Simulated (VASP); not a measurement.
# NaTlTe2 (P-4m2) in VASP: notebook

Aim: see how the results for NaTlTe2 move with the level of theory and the settings. Levels: LDA, PBE. Tasks: single point.

Everything below comes from runs of VASP 6.6.1. Logs are shortened: lines on timing, memory, paths and dates and some standing lists are left out, and cuts for length are marked.

## Step 1: The cell of the first run

The structure is tetragonal, space group P-4m2 (No. 115). The conventional cell has a = 4.635 Å, b = 4.635 Å, c = 7.423 Å, α = 90.00°, β = 90.00°, γ = 90.00°. Na (site symmetry -4m2) has 4 Te at 3.06 Å within 4.0 Å. Te (site symmetry 2mm) has 2 Tl at 2.88 Å and 2 Na at 3.06 Å within 3.8 Å. Within 3.8 Å of Tl (site symmetry -4m2) lie 4 Te at 2.88 Å.

## Step 2: Single point, LDA

File INCAR:

```
SYSTEM = NaTlTe2
PREC = Accurate
ENCUT = 520
EDIFF = 1E-6
ISMEAR = -1
SIGMA = 0.02
LREAL = .FALSE.
LASPH = .TRUE.
NELM = 60
ALGO = Normal
ISIF = 2
LWAVE = .FALSE.
LCHARG = .FALSE.
NBANDS = 24
```

File KPOINTS:

```
Automatic mesh
0
G
  6 6 4
  0 0 0
```

File POSCAR:

```
NaTlTe2
1.0
    4.6345895051      0.0000000000      0.0000000000
    0.0000000000      4.6345895051      0.0000000000
    0.0000000000      0.0000000000      7.4229369334
Na Te Tl
1 2 1
Direct
    0.0000000000      0.0000000000      0.0000000000
    0.0000000000      0.5000000000      0.2685692974
    0.5000000000      0.0000000000      0.7314307026
    0.5000000000      0.5000000000      0.5000000000
```

Potentials or basis: VASP PAW LDA potentials, release 64 (Na_pv, Te, Tl_d).

Run with:

```console
$ cat potpaw_LDA.64/Na_pv/POTCAR potpaw_LDA.64/Te/POTCAR potpaw_LDA.64/Tl_d/POTCAR > POTCAR
$ mpirun -np 1 vasp_std > vasp.out
```

OUTCAR:

```text
SYSTEM = NaTlTe2
   PREC = Accurate
   ENCUT = 520
   EDIFF = 1E-6
   ISMEAR = -1
   LREAL = .FALSE.
   LASPH = .TRUE.
   NELM = 60
   ISIF = 2

 ion  position               nearest neighbor table
   1  0.000  0.000  0.000-   2 3.06   3 3.06   2 3.06   3 3.06
   2  0.000  0.500  0.269-   4 2.88   4 2.88   1 3.06   1 3.06
   3  0.500  0.000  0.731-   4 2.88   4 2.88   1 3.06   1 3.06
   4  0.500  0.500  0.500-   2 2.88   3 2.88   3 2.88   2 2.88

  LATTYP: Found a simple tetragonal cell.
 ALAT       =     4.6345895051
 C/A-ratio  =     1.6016384893

  Lattice vectors:

 A1 = (   4.6345895051,   0.0000000000,   0.0000000000)
 A2 = (   0.0000000000,   4.6345895051,   0.0000000000)
 A3 = (   0.0000000000,   0.0000000000,   7.4229369334)

Analysis of symmetry for initial positions (statically):
=====================================================================
 Subroutine PRICEL returns:
 Original cell was already a primitive cell.

 Routine SETGRP: Setting up the symmetry group for a
 simple tetragonal supercell.

 Subroutine GETGRP returns: Found  8 space group operations
 (whereof  8 operations were pure point group operations)
 out of a pool of 16 trial point group operations.

The static configuration has the point symmetry D_2d.

Analysis of symmetry for dynamics (positions and initial velocities):
=====================================================================
 Subroutine PRICEL returns:
 Original cell was already a primitive cell.

 Routine SETGRP: Setting up the symmetry group for a
 simple tetragonal supercell.

 Subroutine GETGRP returns: Found  8 space group operations
 (whereof  8 operations were pure point group operations)
 out of a pool of 16 trial point group operations.

The dynamic configuration has the point symmetry D_2d.

 Subroutine INISYM returns: Found  8 space group operations
 (whereof  8 operations are pure point group operations),
 and found     1 'primitive' translations

----------------------------------------------------------------------------------------

                                     Primitive cell

  volume of cell :     159.4404

  direct lattice vectors                    reciprocal lattice vectors
     4.634589505  0.000000000  0.000000000     0.215768840  0.000000000  0.000000000
     0.000000000  4.634589505  0.000000000     0.000000000  0.215768840  0.000000000
     0.000000000  0.000000000  7.422936933     0.000000000  0.000000000  0.134717567

[... 80 lines left out ...]
   ICHARG =      2    charge: 1-file 2-atom 10-const
   ISPIN  =      1    spin polarized calculation?
   LNONCOLLINEAR =      F non collinear calculations
   LSORBIT =      F    spin-orbit coupling
   LASPH  =      T    aspherical Exc in radial PAW
   ENCUT  =  520.0 eV  38.22 Ry    6.18 a.u.   8.62  8.62 13.80*2*pi/ulx,y,z
   NELM   =     60;   NELMIN=  2; NELMDL= -5     # of ELM steps
   EDIFF  = 0.1E-05   stopping-criterion for ELM
   LREAL  =      F    real-space projection
   EDIFFG = 0.1E-04   stopping-criterion for IOM
   NSW    =      0    number of steps for IOM
   IBRION =     -1    ionic relax: 0-MD 1-quasi-New 2-CG
   NFREE  =      0    steps in history (QN), initial steepest desc. (CG)
   ISIF   =      2    stress and relaxation
   ISYM   =      2    0-nonsym 1-usesym 2-fastsym
   POTIM  = 0.5000    time-step for ionic-motion
   TEBEG  =    0.0;   TEEND  =   0.0 temperature during run
   PSTRESS=    0.0 pullay stress
   NELECT =      32.0000    total number of electrons
   NUPDOWN=      -1.0000    fix difference up-down
   EMIN   =  10.00;   EMAX   =-10.00  energy-range for DOS
   EFERMI =   0.00;   METHOD = LEGACY
   ISMEAR =    -1;   SIGMA  =   0.02  broadening in eV -4-tet -1-fermi 0-gaus
   EFERMI_NEDOS =   21; number of points for ismear=-14 and -15
   IALGO  =     38    algorithm
   IMIX   =      4    mixing-type and parameters
     AMIX     =   0.40;   BMIX     =  1.00
     AMIX_MAG =   1.60;   BMIX_MAG =  1.00
  volume/ion in A,a.u.               =      39.86       268.99
  Fermi-wavevector in a.u.,A,eV,Ry     =   0.958500  1.811302 12.499971  0.918722
  Thomas-Fermi vector in A             =   2.087613
   LORBIT       =      0    0 simple, 1 ext, 2 COOP (PROOUT), +10 PAW based schemes
   GGA     = CA    functional components
   LHFCALC =     F    Hartree Fock is set to
   AEXX    =    0.0000 exact exchange contribution
   IVDW    =     0    specifies the selected vdW correction
   LEPSILON=     F    determine dielectric tensor
   LRPA    =     F    only Hartree local field effects (RPA)
 non-spin polarized calculation
  energy-cutoff  :      520.00
  volume of cell :      159.44
 maximum number of plane-waves:      4332
 NGX is ok and might be reduce to    36
   NGX = 17   NGY = 17   NGZ = 27

 number of electron      32.0000005 magnetization

 Free energy of the ion-electron system (eV)
  ---------------------------------------------------
  ext. energy  EPLUGINS =         0.00000000
  ---------------------------------------------------
  free energy    TOTEN  =       -13.17959440 eV

  energy without entropy =      -13.17845802  energy(sigma->0) =      -13.17902621

 E-fermi :   1.8168     XC(G=0):  -7.9135

 val. band max:        1.7712766532   @ k =   0.1667   0.0000   0.0000
 cond. band min:       2.1518225508   @ k =   0.5000   0.0000   0.5000
 fundamental gap:      0.3805458976
 Fermi energy:         1.8167949285

 k-point     1 :       0.0000    0.0000    0.0000
  band No.  band energies     occupation
      1     -21.4228      2.00000
      2     -21.4228      2.00000
      3     -21.3854      2.00000
      4      -9.6797      2.00000
      5      -9.3397      2.00000
      6      -9.3397      2.00000
[... 637 lines left out ...]
     23       8.3658      0.00000
     24       8.5444      0.00000

 [... further k-points ...]
[... 5 lines left out ...]
  --------------------------------------------------------------------------------------
  -------------------------------------------------------------------------------------
  Total       -1.4494702     -1.4494702     -1.5157516      0.0000000      0.0000000      0.0000000
  in kB      -14.5653715    -14.5653715    -15.2314171      0.0000000      0.0000000      0.0000000
  external PRESSURE =     -14.7873867 kB  Pullay stress =       0.0000000 kB

 VOLUME and BASIS-vectors are now :
 -----------------------------------------------------------------------------
  energy-cutoff  :      520.00
  volume of cell :      159.44
      direct lattice vectors                 reciprocal lattice vectors
     4.634589505  0.000000000  0.000000000     0.215768840  0.000000000  0.000000000
     0.000000000  4.634589505  0.000000000     0.000000000  0.215768840  0.000000000
     0.000000000  0.000000000  7.422936933     0.000000000  0.000000000  0.134717567

 POSITION                                       TOTAL-FORCE (eV/Angst)
 -----------------------------------------------------------------------------------
      0.00000      0.00000      0.00000        -0.000000     -0.000000      0.000000
      0.00000      2.31729      1.99357        -0.000000     -0.000000      0.119015
      2.31729      0.00000      5.42936         0.000000     -0.000000     -0.119015
      2.31729      2.31729      3.71147        -0.000000      0.000000      0.000000
 -----------------------------------------------------------------------------------
    total drift:                                0.000000      0.000000      0.000000

  FREE ENERGIE OF THE ION-ELECTRON SYSTEM (eV)
  ---------------------------------------------------
  free  energy   TOTEN  =       -13.1795943977 eV

  energy  without entropy=      -13.1784580201  energy(sigma->0) =      -13.17902621
```

OSZICAR:

```text
N       E                     dE             d eps       ncg     rms          rms(c)
DAV:   1     0.192102744330E+03    0.19210E+03   -0.13990E+04  1456   0.114E+03
DAV:   2    -0.133954480185E+01   -0.19344E+03   -0.18296E+03  1584   0.260E+02
DAV:   3    -0.132759287555E+02   -0.11936E+02   -0.11767E+02  1864   0.647E+01
DAV:   4    -0.135714825619E+02   -0.29555E+00   -0.29544E+00  1760   0.107E+01
DAV:   5    -0.135774870509E+02   -0.60045E-02   -0.60043E-02  1936   0.147E+00    0.656E+00
DAV:   6    -0.132352207710E+02    0.34227E+00   -0.36775E-01  1504   0.552E+00    0.463E+00
DAV:   7    -0.131861362074E+02    0.49085E-01   -0.35430E-01  1728   0.353E+00    0.132E+00
DAV:   8    -0.131791348737E+02    0.70013E-02   -0.48134E-02  1488   0.169E+00    0.493E-01
DAV:   9    -0.131795456348E+02   -0.41076E-03   -0.38580E-03  1728   0.395E-01    0.139E-01
DAV:  10    -0.131795638105E+02   -0.18176E-04   -0.27319E-04  1608   0.107E-01    0.441E-02
DAV:  11    -0.131795992883E+02   -0.35478E-04   -0.19574E-04  1648   0.101E-01    0.379E-02
DAV:  12    -0.131795924800E+02    0.68083E-05   -0.32630E-05  1616   0.364E-02    0.164E-02
DAV:  13    -0.131795944147E+02   -0.19347E-05   -0.12677E-05  1592   0.183E-02    0.482E-03
DAV:  14    -0.131795943977E+02    0.17016E-07   -0.71796E-07  1160   0.478E-03
   1 F= -.13179594E+02 E0= -.13179026E+02  d E =-.113638E-02
```

stdout:

```text
POSCAR found type information on POSCAR NaTeTl
 POSCAR found :  3 types and       4 ions
 scaLAPACK will be used
 LDA part: xc-table for (Slater(with rela. corr.)+CA(PZ))
 , standard interpolation
 POSCAR, INCAR and KPOINTS ok, starting setup
 FFT: planning ... GRIDC
 FFT: planning ... GRID_SOFT
 FFT: planning ... GRID
 WAVECAR not read
 entering main loop
```

Wall time 81 s (1 thread of Intel Xeon Platinum 8488C (Sapphire Rapids), shared host); peak memory 0.29 GiB.

Results:

```
Free energy            : -13.1796 eV
Pressure               : -1.5 GPa
Largest force          : 0.119 eV/Å
Band gap on the k mesh : zero (filled and empty bands touch)
```

Forces on the atoms (eV/Å):
```
Na   0.000  0.000  0.000
Te   0.000  0.000  0.119
Te   0.000  0.000 -0.119
Tl   0.000  0.000  0.000
```

Levels at points of the mesh, in eV from the Fermi level:
| k point | band 12 | band 13 | band 14 | band 15 | band 16 | band 17 | band 18 | band 19 | band 20 | band 21 |
| --- | --- | --- | --- | --- | --- | --- | --- | --- | --- | --- |
| (0.00, 0.00, 0.00) | -1.46 | -1.46 | -0.52 | -0.11 | -0.05 | -0.05 | 2.36 | 3.69 | 4.75 | 4.75 |
| (0.50, 0.00, 0.00) | -2.25 | -1.82 | -1.51 | -1.06 | -0.08 | 1.10 | 4.18 | 4.72 | 4.73 | 5.32 |
| (0.50, 0.50, 0.00) | -2.38 | -1.79 | -1.70 | -1.70 | -0.97 | 1.06 | 2.76 | 2.76 | 4.53 | 6.97 |
| (0.00, 0.00, 0.50) | -1.54 | -1.38 | -1.38 | -0.21 | -0.21 | 1.00 | 2.41 | 4.23 | 4.94 | 5.24 |
| (0.50, 0.00, 0.50) | -2.69 | -1.28 | -1.04 | -0.78 | -0.08 | 0.34 | 3.43 | 4.32 | 4.47 | 5.61 |
| (0.50, 0.50, 0.50) | -2.58 | -1.80 | -1.80 | -1.43 | -1.43 | 1.86 | 3.84 | 3.84 | 4.96 | 5.11 |

Caveat: spin-orbit coupling is left out, which moves the levels of the heavy elements.

## Step 3: Single point, PBE

This run uses another cell than the first one, of 41.29 Å³/atom, 1.036 times its volume.

File INCAR:

```
SYSTEM = NaTlTe2
ALGO = Normal ; EDIFF = 1E-7
ENCUT = 520 ; GGA = PE
ISIF = 2 ; ISMEAR = -1
LASPH = .True. ; LCHARG = .False.
LREAL = .False. ; LWAVE = .False.
NBANDS = 24 ; NELM = 60
PREC = Accurate ; SIGMA = 0.02
```

File KPOINTS:

```
k-points
0
Gamma
  6 6 4
  0 0 0
```

File POSCAR:

```
NaTlTe2
1.0
    4.7027225124      0.0000000000      0.0000000000
    0.0000000000      4.7027225124      0.0000000000
    0.0000000000      0.0000000000      7.4681688815
Na Te Tl
1 2 1
Direct
    0.0000000000      0.0000000000      0.0000000000
    0.0000000000      0.5000000000      0.2678112326
    0.5000000000      0.0000000000      0.7321887674
    0.5000000000      0.5000000000      0.5000000000
```

Potentials or basis: VASP PAW PBE potentials, release 64 (Na_pv, Te, Tl_d).

Run with:

```console
$ cat potpaw_PBE.64/Na_pv/POTCAR potpaw_PBE.64/Te/POTCAR potpaw_PBE.64/Tl_d/POTCAR > POTCAR
$ mpirun -np 1 vasp_std > vasp.out
```

Run time: 97 s. Hardware: 1 thread of Intel Xeon Platinum 8488C (Sapphire Rapids), shared host; peak memory 0.33 GiB.

Results (log left out):

| Quantity | Value |
| --- | --- |
| Free energy | -11.3322 eV |
| Pressure | 0.0 GPa |

Levels at points of the mesh, in eV from the Fermi level:
```tsv
k point	band 13	band 14	band 15	band 16	band 17	band 18	band 19	band 20
(0.00, 0.00, 0.00)	-1.37	-0.47	-0.05	-0.05	-0.04	2.55	3.88	4.81
(0.50, 0.00, 0.00)	-1.67	-1.39	-1.00	-0.09	1.09	4.31	4.77	4.82
(0.50, 0.50, 0.00)	-1.66	-1.57	-1.57	-0.88	1.12	2.99	2.99	4.72
(0.00, 0.00, 0.50)	-1.29	-1.29	-0.20	-0.20	0.97	2.58	4.48	5.05
(0.50, 0.00, 0.50)	-1.18	-0.98	-0.71	-0.09	0.39	3.62	4.45	4.52
(0.50, 0.50, 0.50)	-1.66	-1.66	-1.32	-1.31	1.83	4.02	4.02	5.17
```

Caveat: spin-orbit coupling is left out, which moves the levels of the heavy elements.
